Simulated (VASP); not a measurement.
# CuO (C2/c) in VASP: single point with LDA+U

Aim: the single point of CuO with LDA+U.

Program: VASP 6.6.1. These are calculated values, not measurements. Logs are shortened: lines on timing, memory, paths and dates and some standing lists are left out, and cuts for length are marked.

## (1) The cell of the first run

It takes space group C2/c (No. 15, monoclinic). Conventional cell: a = 4.069 Å, b = 4.037 Å, c = 5.065 Å, α = 90.00°, β = 90.24°, γ = 90.00°. Cu (site symmetry -1) has 4 O at 1.91 Å within 2.5 Å. Within 2.6 Å of O (site symmetry 2) lie 4 Cu at 1.91 Å and 2 O at 2.53 Å.

## (2) Single point, LDA+U

INCAR

```
SYSTEM = CuO
PREC = Accurate
ENCUT = 820
EDIFF = 1E-6
ISMEAR = -1
SIGMA = 0.05
LREAL = .False.
LASPH = .True.
NELM = 200
ALGO = Normal
ISIF = 2
LWAVE = .False.
LCHARG = .False.
LMAXMIX = 4
LDAU = .True.
LDAUTYPE = 2
LDAUL = 2 -1
LDAUU = 4.5 0
LDAUJ = 0 0
LDAUPRINT = 1
GGA = CA
NBANDS = 33
GGA_COMPAT = .False.
```

KPOINTS

```
regular mesh
0
Gamma
  10 10 5
  0 0 0
```

POSCAR

```
CuO
1.0
    2.0284009194     -2.0185788325      0.1555494815
    2.0284009194      2.0185788325      0.1555494815
   -0.4088271332      0.0000000000      5.0482543453
Cu O
2 2
Direct
    0.4942503089     -0.0057501498      0.5018500084
   -0.0057501498      0.4942503089      0.0018500084
    0.4929872301      0.4955126108      0.7518499916
    0.4955126108      0.4929872301      0.2518499916
```

Potentials or basis: VASP PAW LDA potentials, release 64 (Cu_sv_GW, O).

Started as:

```
$ cat potpaw_LDA.64/Cu_sv_GW/POTCAR potpaw_LDA.64/O/POTCAR > POTCAR
$ mpirun -np 1 vasp_std > vasp.out
```

OUTCAR:

```text
SYSTEM = CuO
   PREC = Accurate
   ENCUT = 820
   EDIFF = 1E-6
   ISMEAR = -1
   LREAL = .False.
   LASPH = .True.
   NELM = 200
   ISIF = 2
   GGA = CA

 ion  position               nearest neighbor table
   1  0.494  0.994  0.502-   4 1.91   3 1.91   3 1.91   4 1.91
   2  0.994  0.494  0.002-   3 1.91   4 1.91   4 1.91   3 1.91
   3  0.493  0.496  0.752-   2 1.91   1 1.91   1 1.91   2 1.91
   4  0.496  0.493  0.252-   1 1.91   2 1.91   2 1.91   1 1.91

  LATTYP: Found a base centered monoclinic cell.
 ALAT       =     4.0687127847
 B/A-ratio  =     0.9922444465
 C/A-ratio  =     1.2448117525
 COS(beta)  =    -0.0042715277

  Lattice vectors:

 A1 = (   2.0284009194,  -2.0185788325,   0.1555494815)
 A2 = (   2.0284009194,   2.0185788325,   0.1555494815)
 A3 = (  -0.4088271332,   0.0000000000,   5.0482543453)

Analysis of symmetry for initial positions (statically):
=====================================================================
 Subroutine PRICEL returns:
 Original cell was already a primitive cell.

 Routine SETGRP: Setting up the symmetry group for a
 base centered monoclinic supercell.

 Subroutine GETGRP returns: Found  4 space group operations
 (whereof  1 operations were pure point group operations)
 out of a pool of  4 trial point group operations.

The static configuration has the point symmetry C_1 .
 The point group associated with its full space group is C_2h.

Analysis of symmetry for dynamics (positions and initial velocities):
=====================================================================
 Subroutine PRICEL returns:
 Original cell was already a primitive cell.

 Routine SETGRP: Setting up the symmetry group for a
 base centered monoclinic supercell.

 Subroutine GETGRP returns: Found  4 space group operations
 (whereof  1 operations were pure point group operations)
 out of a pool of  4 trial point group operations.

The dynamic configuration has the point symmetry C_1 .
 The point group associated with its full space group is C_2h.

 Subroutine INISYM returns: Found  4 space group operations
 (whereof  1 operations are pure point group operations),
 and found     1 'primitive' translations

[... 183 lines left out ...]

spin component  2

  0.9136  0.0048  0.0163 -0.0093  0.0007
  0.0048  0.8486  0.0135  0.0898 -0.0075
  0.0163  0.0135  0.9413 -0.0126  0.0010
 -0.0093  0.0898 -0.0126  0.8493  0.0075
  0.0007 -0.0075  0.0010  0.0075  0.9378

 occupancies and eigenvectors

  o =  0.7563  v =  0.0536 -0.7025  0.0944  0.7009 -0.0590  0.0000  0.0000  0.0000  0.0000  0.0000      0.0000  0.0000  0.0000  0.0000  0.0000  0.0000  0.0000  0.0000  0.0000  0.0000
  o =  0.7563  v =  0.0000  0.0000  0.0000  0.0000  0.0000  0.0536 -0.7025  0.0944  0.7009 -0.0590      0.0000  0.0000  0.0000  0.0000  0.0000  0.0000  0.0000  0.0000  0.0000  0.0000
  o =  0.9057  v = -0.9026 -0.0735  0.4198 -0.0607  0.0049  0.0000  0.0000  0.0000  0.0000  0.0000      0.0000  0.0000  0.0000  0.0000  0.0000  0.0000  0.0000  0.0000  0.0000  0.0000
  o =  0.9057  v =  0.0000  0.0000  0.0000  0.0000  0.0000 -0.9026 -0.0735  0.4198 -0.0607  0.0049      0.0000  0.0000  0.0000  0.0000  0.0000  0.0000  0.0000  0.0000  0.0000  0.0000
  o =  0.9384  v = -0.0045  0.0229 -0.0028 -0.0603 -0.9979  0.0000  0.0000  0.0000  0.0000  0.0000      0.0000  0.0000  0.0000  0.0000  0.0000  0.0000  0.0000  0.0000  0.0000  0.0000
  o =  0.9384  v =  0.0000  0.0000  0.0000  0.0000  0.0000 -0.0045  0.0229 -0.0028 -0.0603 -0.9979      0.0000  0.0000  0.0000  0.0000  0.0000  0.0000  0.0000  0.0000  0.0000  0.0000
  o =  0.9390  v =  0.0000  0.0000  0.0000  0.0000  0.0000  0.0581 -0.7069 -0.1000 -0.6973  0.0259      0.0000  0.0000  0.0000  0.0000  0.0000  0.0000  0.0000  0.0000  0.0000  0.0000
  o =  0.9390  v =  0.0581 -0.7069 -0.1000 -0.6973  0.0259  0.0000  0.0000  0.0000  0.0000  0.0000      0.0000  0.0000  0.0000  0.0000  0.0000  0.0000  0.0000  0.0000  0.0000  0.0000
  o =  0.9512  v =  0.0000  0.0000  0.0000  0.0000  0.0000  0.4231  0.0296  0.8972 -0.1232  0.0037      0.0000  0.0000  0.0000  0.0000  0.0000  0.0000  0.0000  0.0000  0.0000  0.0000
  o =  0.9512  v =  0.4231  0.0296  0.8972 -0.1232  0.0037  0.0000  0.0000  0.0000  0.0000  0.0000      0.0000  0.0000  0.0000  0.0000  0.0000  0.0000  0.0000  0.0000  0.0000  0.0000

 number of electron      49.9999986 magnetization

 Free energy of the ion-electron system (eV)
  ---------------------------------------------------
  ext. energy  EPLUGINS =         0.00000000
  ---------------------------------------------------
  free energy    TOTEN  =       -19.59736822 eV

  energy without entropy =      -19.57717220  energy(sigma->0) =      -19.58727021

 E-fermi :   5.0261     XC(G=0): -12.5605

 val. band max:        5.0232900360   @ k =   0.5000   0.4000   0.4000
 cond. band min:       5.0293355793   @ k =  -0.4000   0.5000   0.4000
 fundamental gap:      0.0060455433
 Fermi energy:         5.0261270416

 k-point     1 :       0.0000    0.0000    0.0000
  band No.  band energies     occupation
      1    -105.6475      2.00000
      2    -105.6469      2.00000
      3     -63.7674      2.00000
      4     -63.7674      2.00000
      5     -63.7401      2.00000
      6     -63.7322      2.00000
[... 853 lines left out ...]
     32      17.5512      0.00000
     33      19.1409      0.00000

 [... further k-points ...]

------------------------ aborting loop because EDIFF is reached ----------------------------------------

  FORCE on cell =-STRESS in cart. coord.  units (eV):
  Direction    XX          YY          ZZ          XY          YZ          ZX
  --------------------------------------------------------------------------------------
  -------------------------------------------------------------------------------------
  Total       -0.7382856     -0.7152227     -0.8330451      0.0000000      0.0000000      0.0136152
  in kB      -28.4364549    -27.5481458    -32.0862961      0.0000000      0.0000000      0.5244158
  external PRESSURE =     -29.3569656 kB  Pullay stress =       0.0000000 kB

 VOLUME and BASIS-vectors are now :
 -----------------------------------------------------------------------------
  energy-cutoff  :      820.00
  volume of cell :       41.60
      direct lattice vectors                 reciprocal lattice vectors
     2.028400919 -2.018578832  0.155549482     0.244978202 -0.247699021  0.019839281
     2.028400919  2.018578832  0.155549482     0.244978202  0.247699021  0.019839281
    -0.408827133  0.000000000  5.048254345    -0.015096796  0.000000000  0.196865679

 POSITION                                       TOTAL-FORCE (eV/Angst)
 -----------------------------------------------------------------------------------
      2.81411      1.00929      2.76500        -0.000000      0.000000      0.000000
      3.01852     -1.00929      0.24087         0.000000      0.000000      0.000000
      1.69770      0.00510      3.94929        -0.000000     -0.001004     -0.000000
      1.90211     -0.00510      1.42516         0.000000      0.001004     -0.000000
 -----------------------------------------------------------------------------------
    total drift:                                0.000773      0.003213      0.000141

  FREE ENERGIE OF THE ION-ELECTRON SYSTEM (eV)
  ---------------------------------------------------
  free  energy   TOTEN  =       -19.5973682158 eV

  energy  without entropy=      -19.5771721969  energy(sigma->0) =      -19.58727021
```

stdout:

```text
POSCAR found type information on POSCAR CuO
 POSCAR found :  2 types and       4 ions
 scaLAPACK will be used
 LDA part: xc-table for (Slater(with rela. corr.)+CA(PZ))
 , standard interpolation
 POSCAR, INCAR and KPOINTS ok, starting setup
 FFT: planning ... GRIDC
 FFT: planning ... GRID_SOFT
 FFT: planning ... GRID
 WAVECAR not read
 entering main loop
```

Run time: 5.4 min. Hardware: 1 thread of Intel Xeon Platinum 8488C (Sapphire Rapids), shared host; peak memory 0.44 GiB.

Results:

- Free energy: -19.5974 eV
- Pressure: -2.9 GPa
- Band gap on the k mesh: zero (bands 25 and 26 overlap by 1.04 eV)

Levels at points of the mesh, in eV from the Fermi level:
| k point | band 23 | band 24 | band 25 | band 26 | band 27 | band 28 |
| --- | --- | --- | --- | --- | --- | --- |
| (0.00, 0.00, 0.00) | -2.73 | -2.58 | 0.72 | 0.74 | 1.66 | 6.36 |
| (0.50, 0.00, 0.00) | -2.27 | -1.94 | 0.31 | 0.55 | 3.72 | 6.19 |
| (0.50, 0.50, 0.00) | -1.79 | -1.78 | -1.72 | 1.30 | 2.09 | 7.44 |

Eigenvalues of the final occupation matrices:
```
    site  spin  trace               eigenvalues
site 1 d     1   4.49  0.76 0.91 0.94 0.94 0.95
site 1 d     2   4.49  0.76 0.91 0.94 0.94 0.95
site 2 d     1   4.49  0.76 0.91 0.94 0.94 0.95
site 2 d     2   4.49  0.76 0.91 0.94 0.94 0.95
```

Caveat: U without spin polarisation on a metal has little footing.
